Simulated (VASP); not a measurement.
A run of VASP 6.6.1:

The input INCAR:

```
SYSTEM = GaN
  ALGO = Normal
  EDIFF = 1E-6
  ENCUT = 520
  GGA = PS
  ISIF = 2
  ISMEAR = -1
  LASPH = .TRUE.
  LCHARG = .FALSE.
  LREAL = .FALSE.
  LWAVE = .FALSE.
  NBANDS = 16
  NELM = 100
  PREC = Accurate
  SIGMA = 0.08
```

Contents of KPOINTS:

```
k-points
0
G
  15 15 15
  0 0 0
```

File POSCAR:

```
GaN
1.0
    0.0000000000      1.9380077263      1.9380077263
    1.9380077263      0.0000000000      1.9380077263
    1.9380077263      1.9380077263      0.0000000000
Ga N
1 1
Direct
    0.0000000000      0.0000000000      0.0000000000
    0.2500000000      0.2500000000      0.2500000000
```

Potentials or basis: VASP PAW PBE potentials, release 64 (Ga_d, N).

The run is started by

```console
$ cat potpaw_PBE.64/Ga_d/POTCAR potpaw_PBE.64/N/POTCAR > POTCAR
$ mpirun -np 1 vasp_std > vasp.out
```

Hardware: 1 thread of Intel Xeon 6975P-C, with other jobs on the host.

**Question.** How long does it take, and how much memory?

**Answer.** Wall time 37 s on 1 thread of Intel Xeon 6975P-C (shared host), peak memory 0.14 GiB. Counts: scf iterations 13, k points 120.
